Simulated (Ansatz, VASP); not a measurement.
**Zn2C in VASP and in Ansatz**

POSCAR

```
Zn2C
1.0
    0.0000000000      2.4441534726      2.4441534726
    2.4441534726      0.0000000000      2.4441534726
    2.4441534726      2.4441534726      0.0000000000
C Zn
1 2
Direct
    0.0000000000      0.0000000000      0.0000000000
    0.2500000000      0.2500000000      0.2500000000
    0.7500000000      0.7500000000      0.7500000000
```

INCAR.step1

```
PREC = Accurate
ENCUT = 520
ISMEAR = 0
SIGMA = 0.01
LREAL = False
LASPH = True
NELM = 100
NBANDS = 21
GGA = PE
ALGO = Normal
EDIFF = 1E-4
LWAVE = True
LCHARG = False
```

INCAR.step2

```
PREC = Accurate
ENCUT = 520
EDIFF = 1E-7
ISMEAR = 0
SIGMA = 0.01
LREAL = False
LASPH = True
NELM = 100
ALGO = Normal
ISIF = 2
LWAVE = False
LCHARG = False
METAGGA = R2SCAN
LMIXTAU = True
NBANDS = 21
ISTART = 1
```

KPOINTS

```
Automatic mesh
0
Gamma
  8 8 8
```

Input for Ansatz:

```yaml
crystal:
  lattice:
    - [0.0, 2.4441534726, 2.4441534726]
    - [2.4441534726, 0.0, 2.4441534726]
    - [2.4441534726, 2.4441534726, 0.0]
  atoms:
    - { symbol: C, position: [0.0, 0.0, 0.0] }
    - { symbol: Zn, position: [0.25, 0.25, 0.25] }
    - { symbol: Zn, position: [0.75, 0.75, 0.75] }
kpoints:
  mp_grid: { grid: [8, 8, 8] }
  band_path:
    path:
      - [0.0, 0.0, 0.0]
      - [0.5, 0.0, 0.5]
      - [0.625, 0.25, 0.625]
      - [0.375, 0.375, 0.75]
      - [0.5, 0.5, 0.5]
      - [0.5, 0.25, 0.75]
    npoints: 1
hamiltonian:
  xc: r2scan
scf:
  occupations: { method: fixed }
  n_extra_bands: 4
output:
  forces: true
  stress: true
  eigenvalues: true
```

Change from the starting cell: hydrostatic strain -5.2%.

Alike in both runs: task single point; functional r2SCAN; k mesh 8 × 8 × 8; no spin polarisation.

```csv
,VASP,Ansatz
version,VASP 6.6.1,Ansatz 0.2.0
potentials or method,"VASP PAW PBE potentials, release 64 (C, Zn)","plane waves, PAW"
plane-wave cutoff (eV),520,500
occupations,"gaussian, width 0.01 eV",fixed
valence electrons in the cell,28,28
```

```csv
,VASP,Ansatz,Ansatz less VASP
gap on the k mesh at the Fermi level (eV),0.81,0.74,-0.075
pressure (GPa),35.1,33.8,-1.27
```

VASP's potentials were made for PBE, not for r2SCAN. Both programs put the cell under a high pressure, so it lies far from rest at this level.
